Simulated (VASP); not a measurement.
## Si: single point with PBE

The system is Si.

```
CELL_PARAMETERS angstrom
10.86200 0.00000 0.00000
0.00000 5.43100 0.00000
0.00000 0.00000 5.43100
ATOMIC_POSITIONS crystal
Si 0.00108 0.00236 0.99470
Si 0.00238 0.49474 0.50224
Si 0.24831 0.99899 0.50472
Si 0.24805 0.50552 0.99655
Si 0.12719 0.24958 0.24617
Si 0.12638 0.74459 0.75444
Si 0.37245 0.25181 0.75269
Si 0.37427 0.75494 0.24487
Si 0.50274 0.99692 0.99864
Si 0.50002 0.49585 0.50548
Si 0.74726 0.00415 0.49995
Si 0.75068 0.50308 0.99453
Si 0.62757 0.24506 0.25146
Si 0.62365 0.74820 0.75510
Si 0.87278 0.25541 0.74723
Si 0.87692 0.75041 0.24562
```

| Property | Result |
| --- | --- |
| Program | VASP 6.6.1 |
| Task | single point |
| Functional | PBE |
| Potentials or basis | VASP PAW PBE potentials, release 64 (Si) |
| Cutoff | 500 eV |
| k mesh | 1 × 1 × 1, shifted |
| Occupations | gaussian, width 0.01 eV |
| Spin | no spin polarisation |

- Pressure: 4.7 GPa
- Largest force: 0.936 eV/Å
- Band gap on the k mesh: 3.34 eV

Forces in eV/Å, atoms in the order of the input:
```
Si  -0.192  0.040  0.102
Si  -0.178  0.407 -0.467
Si   0.220 -0.034 -0.305
Si   0.506 -0.454  0.610
Si  -0.188 -0.038  0.181
Si  -0.494  0.503 -0.615
Si   0.283 -0.278  0.067
Si   0.186 -0.391  0.645
Si  -0.431  0.534  0.138
Si  -0.169  0.297 -0.638
Si   0.504 -0.765  0.191
Si  -0.008 -0.249  0.691
Si  -0.367  0.678 -0.388
Si   0.137  0.134 -0.699
Si   0.227 -0.447  0.029
Si  -0.036  0.065  0.458
```

Stress tensor (GPa, compression positive):
```
 4.87 -0.15  0.12
-0.15  4.56 -0.08
 0.12 -0.08  4.55
```

Levels at points of the mesh, in eV from the valence-band top:
```
           k point  band 30  band 31  band 32  band 33  band 34  band 35
(0.50, 0.50, 0.50)    -0.06    -0.04     0.00     3.34     3.40     3.43
```

Wall time 40 s on 1 thread of Intel Xeon 8259CL, with other jobs on the host, peak memory 0.31 GiB.

Caveat: the k points lie up to 1.16 Å⁻¹ apart. A k mesh can miss the band edges.
